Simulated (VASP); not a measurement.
A run of VASP 6.6.1:

File INCAR:

```
SYSTEM = MoS2
  PREC = Accurate
  ENCUT = 520
  EDIFF = 1E-7
  ISMEAR = 0
  SIGMA = 0.15
  LREAL = .False.
  LASPH = .True.
  NELM = 100
  ALGO = Fast
  ISIF = 2
  LWAVE = .False.
  LCHARG = .True.
  GGA = PS
  IVDW = 12
  LELF = .True.
  LVHAR = .True.
  NBANDS = 49
```

File KPOINTS:

```
regular mesh
0
Gamma
  14 14 3
  0 0 0
```

The input POSCAR:

```
MoS2
1.0
   -3.0798097231      0.0000000000      0.0000000000
   -1.5399048616     -2.6671934590      0.0000000000
   -0.9239429169     -0.5334386918     17.1411508765
Mo S
3 6
Direct
    0.6328539377      0.6328539377      0.1690636447
    0.8309092997     -0.1690907003      0.8454535013
    0.2318816187      0.2318816187      0.5072585730
    0.4787937493      0.4787937493      0.9393645867
    0.8797660683     -0.1202339317      0.6011696583
    0.2807383873      0.2807383873      0.2629747300
    0.5839971691      0.5839971691      0.4133474877
    0.9849694881     -0.0150305119      0.0751525593
    0.1830248501      0.1830248501      0.7515424160
```

Potentials or basis: VASP PAW PBE potentials, release 64 (Mo_sv, S).

Command:

```console
$ cat potpaw_PBE.64/Mo_sv/POTCAR potpaw_PBE.64/S/POTCAR > POTCAR
$ mpirun -np 1 vasp_std > vasp.out
```

Hardware: 1 thread of Oxide Virtual Turin-like Processor, on a shared host.

Question: How long does it take, and how much memory?

Answer: Run time: 21 min on 1 thread of Oxide Virtual Turin-like Processor, on a shared host, peak memory 0.81 GiB. Counts: scf iterations 19, k points 162.
